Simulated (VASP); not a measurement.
Write the native input for VASP 6.6.1 that does the following.

* Task: single point
* Functional: PBEsol
* Potentials or basis: VASP PAW PBE potentials, release 64 (Na_pv, F)
* Cutoff: 520 eV
* k mesh: 8 × 8 × 8
* Occupations: gaussian, width 0.02 eV
* Spin: no spin polarisation
* Dipole correction: no
* Further INCAR settings: ALGO = Normal; EDIFF = 1e-06; NBANDS = 14

The structure of NaF (Villiaumite) lies in POSCAR:

```
NaF
1.0
    0.0000000000      2.3151008614      2.3151008614
    2.3151008614      0.0000000000      2.3151008614
    2.3151008614      2.3151008614      0.0000000000
Na F
1 1
Direct
    0.0000000000      0.0000000000      0.0000000000
    0.5000000000      0.5000000000      0.5000000000
```

These files were run (other wordings do the same):

INCAR

```
ALGO = Normal
EDIFF = 1E-6
ENCUT = 520
GGA = PS
ISIF = 2
ISMEAR = 0
LASPH = True
LCHARG = True
LELF = True
LREAL = False
LVHAR = True
LWAVE = False
NBANDS = 14
NELM = 60
PREC = Accurate
SIGMA = 0.02
```

KPOINTS

```
k-points
0
Gamma
  8 8 8
```

Potentials or basis: VASP PAW PBE potentials, release 64 (Na_pv, F).

Command:

```bash
$ cat potpaw_PBE.64/Na_pv/POTCAR potpaw_PBE.64/F/POTCAR > POTCAR
$ mpirun -np 1 vasp_std > vasp.out
```

Results of the run:

```
Pressure               : -0.1 GPa
Band gap on the k mesh : 6.17 eV, direct
```

Caveat: the PAW data sets were made with another functional, which shifts forces and pressure a little.

Run time: 7.3 s on 1 thread of AMD EPYC 7R43 64-Core Processor (Zen 3) (shared host), peak memory 0.1 GiB.
